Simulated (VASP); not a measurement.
# Ru (Fm-3m) in VASP: single point with PBEsol+U

Aim: the single point of Ru with PBEsol+U.

Program: VASP 6.6.1. These are calculated values, not measurements. Logs are shortened: lines on timing, memory, paths and dates and some standing lists are left out, and cuts for length are marked.

## Step 1: The cell of the first run

It takes space group Fm-3m (No. 225, cubic). The conventional cell has a = 3.769 Å, b = 3.769 Å, c = 3.769 Å, α = 90.00°, β = 90.00°, γ = 90.00°. Ru (site symmetry m-3m) has 12 Ru at 2.66 Å within 3.5 Å.

This isn't the form of Ru at room conditions, which is hcp.

## Step 2: Single point, PBEsol+U, non-collinear spin, zero start, spin-orbit coupling

INCAR

```
SYSTEM = Ru
PREC = Accurate
ENCUT = 500
EDIFF = 1E-6
ISMEAR = 0
SIGMA = 0.1
LREAL = .False.
LASPH = .True.
NELM = 200
ALGO = Normal
ISIF = 2
LWAVE = .False.
LCHARG = .False.
MAGMOM = 0 0 0
LORBIT = 11
LSORBIT = .True.
GGA_COMPAT = .False.
LORBMOM = .True.
LMAXMIX = 4
LDAU = .True.
LDAUTYPE = 2
LDAUL = 2
LDAUU = 3
LDAUJ = 0
LDAUPRINT = 1
GGA = PS
NBANDS = 25
```

KPOINTS

```
regular mesh
0
Gamma
  20 20 20
  0 0 0
```

POSCAR

```
Ru
1.0
    0.0000000000      1.8844236800      1.8844236800
    1.8844236800      0.0000000000      1.8844236800
    1.8844236800      1.8844236800      0.0000000000
Ru
1
Direct
    0.0000000000      0.0000000000      0.0000000000
```

Potentials or basis: VASP PAW PBE potentials, release 64 (Ru_pv).

Launch:

```
> cat potpaw_PBE.64/Ru_pv/POTCAR > POTCAR
> mpirun -np 1 vasp_ncl > vasp.out
```

OUTCAR:

```text
SYSTEM = Ru
   PREC = Accurate
   ENCUT = 500
   EDIFF = 1E-6
   ISMEAR = 0
   LREAL = .False.
   LASPH = .True.
   NELM = 200
   ISIF = 2
   LORBIT = 11
   LSORBIT = .True.
   GGA = PS

 ion  position               nearest neighbor table
   1  0.000  0.000  0.000-

  LATTYP: Found a face centered cubic cell.
 ALAT       =     3.7688473600

  Lattice vectors:

 A1 = (   0.0000000000,   1.8844236800,   1.8844236800)
 A2 = (   1.8844236800,   0.0000000000,   1.8844236800)
 A3 = (   1.8844236800,   1.8844236800,   0.0000000000)

Analysis of symmetry for initial positions (statically):
=====================================================================
 Subroutine PRICEL returns:
 Original cell was already a primitive cell.

 Routine SETGRP: Setting up the symmetry group for a
 face centered cubic supercell.

 Subroutine GETGRP returns: Found 48 space group operations
 (whereof 48 operations were pure point group operations)
 out of a pool of 48 trial point group operations.

The static configuration has the point symmetry O_h .

Analysis of symmetry for dynamics (positions and initial velocities):
=====================================================================
 Subroutine PRICEL returns:
 Original cell was already a primitive cell.

 Routine SETGRP: Setting up the symmetry group for a
 face centered cubic supercell.

 Subroutine GETGRP returns: Found 48 space group operations
 (whereof 48 operations were pure point group operations)
 out of a pool of 48 trial point group operations.

The dynamic configuration has the point symmetry O_h .

Analysis of structural, dynamic, and magnetic symmetry:
=====================================================================
 Subroutine PRICEL returns:
 Original cell was already a primitive cell.

 Routine SETGRP: Setting up the symmetry group for a
 face centered cubic supercell.

 Subroutine GETGRP returns: Found 48 space group operations
 (whereof 48 operations were pure point group operations)
 out of a pool of 48 trial point group operations.

The overall configuration has the point symmetry O_h .

 Subroutine INISYM returns: Found 48 space group operations
 (whereof 48 operations are pure point group operations),
 and found     1 'primitive' translations

----------------------------------------------------------------------------------------

                                     Primitive cell

[... 201 lines left out ...]
      1     -31.6753      1.00000
      2     -31.6753      1.00000
      3     -28.2954      1.00000
      4     -28.2954      1.00000
      5     -28.2954      1.00000
      6     -28.2954      1.00000
[... 661 lines left out ...]
     24      28.7543      0.00000
     25      34.9448      0.00000

 [... further k-points ...]

------------------------ aborting loop because EDIFF is reached ----------------------------------------

  FORCE on cell =-STRESS in cart. coord.  units (eV):
  Direction    XX          YY          ZZ          XY          YZ          ZX
  --------------------------------------------------------------------------------------
  -------------------------------------------------------------------------------------
  Total       -0.3403418     -0.3403418     -0.3403418      0.0000000     -0.0000000      0.0000000
  in kB      -40.7436816    -40.7436816    -40.7436816      0.0000000     -0.0000000      0.0000000
  external PRESSURE =     -40.7436816 kB  Pullay stress =       0.0000000 kB

 VOLUME and BASIS-vectors are now :
 -----------------------------------------------------------------------------
  energy-cutoff  :      500.00
  volume of cell :       13.38
      direct lattice vectors                 reciprocal lattice vectors
     0.000000000  1.884423680  1.884423680    -0.265333112  0.265333112  0.265333112
     1.884423680  0.000000000  1.884423680     0.265333112 -0.265333112  0.265333112
     1.884423680  1.884423680  0.000000000     0.265333112  0.265333112 -0.265333112

 POSITION                                       TOTAL-FORCE (eV/Angst)
 -----------------------------------------------------------------------------------
      0.00000      0.00000      0.00000        -0.000000      0.000000      0.000000
 -----------------------------------------------------------------------------------
    total drift:                                0.000000      0.000000      0.000000

  FREE ENERGIE OF THE ION-ELECTRON SYSTEM (eV)
  ---------------------------------------------------
  free  energy   TOTEN  =        -6.6069519451 eV

  energy  without entropy=       -6.6002315579  energy(sigma->0) =       -6.60359175

 orbital moment (x)

 # of ion     p       d       tot
 ----------------------------------------
  1         0.000  -0.000  -0.000
 ----------------------------------------
            0.000  -0.000  -0.000

 orbital moment (y)

 # of ion     p       d       tot
 ----------------------------------------
  1         0.000   0.000   0.000
 ----------------------------------------
            0.000   0.000   0.000

 orbital moment (z)

 # of ion     p       d       tot
 ----------------------------------------
  1         0.000   0.000   0.000
 ----------------------------------------
            0.000   0.000   0.000

 Spin-Orbit-Coupling matrix elements

 Ion:    1  E_soc:     -0.2803696
 l=   1
     0.0000000    -0.0367488    -0.0367488
    -0.0367488     0.0000000    -0.0367488
    -0.0367488    -0.0367488     0.0000000
 l=   2
     0.0000000    -0.0017423     0.0000000    -0.0017423    -0.0082373
    -0.0017423     0.0000000    -0.0061779    -0.0017423    -0.0020593
     0.0000000    -0.0061779     0.0000000    -0.0061779     0.0000000
    -0.0017423    -0.0017423    -0.0061779     0.0000000    -0.0020593
    -0.0082373    -0.0020593     0.0000000    -0.0020593     0.0000000
 l=   3
     0.0000000     0.0000000     0.0000000     0.0000000     0.0000000     0.0000000     0.0000000
     0.0000000     0.0000000     0.0000000     0.0000000     0.0000000     0.0000000     0.0000000
     0.0000000     0.0000000     0.0000000     0.0000000     0.0000000     0.0000000     0.0000000
     0.0000000     0.0000000     0.0000000     0.0000000     0.0000000     0.0000000     0.0000000
     0.0000000     0.0000000     0.0000000     0.0000000     0.0000000     0.0000000     0.0000000
     0.0000000     0.0000000     0.0000000     0.0000000     0.0000000     0.0000000     0.0000000
     0.0000000     0.0000000     0.0000000     0.0000000     0.0000000     0.0000000     0.0000000

 total charge

# of ion       s       p       d       tot
------------------------------------------
    1        0.405   6.309   6.009  12.724

 magnetization (x)

# of ion       s       p       d       tot
------------------------------------------
    1        0.000  -0.000  -0.000  -0.000

 magnetization (y)

# of ion       s       p       d       tot
------------------------------------------
    1        0.000   0.000   0.000   0.000

 magnetization (z)

# of ion       s       p       d       tot
------------------------------------------
    1        0.000  -0.000  -0.000  -0.000
```

OSZICAR:

```text
N       E                     dE             d eps       ncg     rms          rms(c)
DAV:   1     0.144662339977E+03    0.14466E+03   -0.78493E+03 12824   0.119E+03
DAV:   2    -0.413052332291E+01   -0.14879E+03   -0.14300E+03 13689   0.386E+02
DAV:   3    -0.730080935428E+01   -0.31703E+01   -0.31435E+01 15999   0.624E+01
DAV:   4    -0.731670384025E+01   -0.15894E-01   -0.15876E-01 14353   0.450E+00
DAV:   5    -0.731681391991E+01   -0.11008E-03   -0.11005E-03 13903   0.348E-01    0.142E+01
DAV:   6    -0.665585563726E+01    0.66096E+00   -0.11675E+00 13606   0.142E+01    0.385E+00
DAV:   7    -0.661008124535E+01    0.45774E-01   -0.87925E-02 14832   0.355E+00    0.108E+00
DAV:   8    -0.660765426137E+01    0.24270E-02   -0.23075E-03 13473   0.603E-01    0.630E-01
DAV:   9    -0.660687884861E+01    0.77541E-03   -0.18934E-03 13924   0.567E-01    0.814E-02
DAV:  10    -0.660688982868E+01   -0.10980E-04   -0.67754E-05 14313   0.895E-02    0.423E-02
DAV:  11    -0.660694331611E+01   -0.53487E-04   -0.13984E-04 14192   0.613E-02    0.981E-03
DAV:  12    -0.660694966060E+01   -0.63445E-05   -0.15064E-05 13138   0.269E-02    0.607E-03
DAV:  13    -0.660695178903E+01   -0.21284E-05   -0.98212E-07  8449   0.831E-03    0.261E-03
DAV:  14    -0.660695194506E+01   -0.15603E-06   -0.32876E-07  6562   0.447E-03
   1 F= -.66069519E+01 E0= -.66035918E+01  d E =-.672039E-02  mag=    -0.0000     0.0000    -0.0000
```

stdout:

```text
POSCAR found type information on POSCAR Ru
 POSCAR found :  1 types and       1 ions
 scaLAPACK will be used
 -----------------------------------------------------------------------------
|                                                                             |
|                                                                             |
|     You enforced a specific xc type in the INCAR file but a different       |
|     I HOPE YOU KNOW WHAT YOU ARE DOING!                                     |
|                                                                             |
 -----------------------------------------------------------------------------

 LDA part: xc-table for (Slater+PW92), standard interpolation
 POSCAR, INCAR and KPOINTS ok, starting setup
 FFT: planning ... GRIDC
 FFT: planning ... GRID_SOFT
 FFT: planning ... GRID
 WAVECAR not read
 entering main loop
```

Run time: 3.9 min. Hardware: 1 thread of Intel Xeon Platinum 8259CL at 2.50GHz (Skylake/Cascade Lake), shared host; peak memory 0.24 GiB.

What came out:

```yaml
Free_energy: -6.6070 eV
Pressure: -4.1 GPa
Net_moment: 0.00 μB per cell
Valence_electrons_inside_the_program's_atomic_spheres: Ru 12.72
```

Moments on the atoms (μB; x, y, z):
```
Ru  0.00 0.00 0.00
```

Caveat: the cell stands under tension; the PAW data sets were made with another functional, which shifts forces and pressure a little; the U is typed as a test and isn't derived for this compound. The state reached can hang on the start; a lower one may exist.
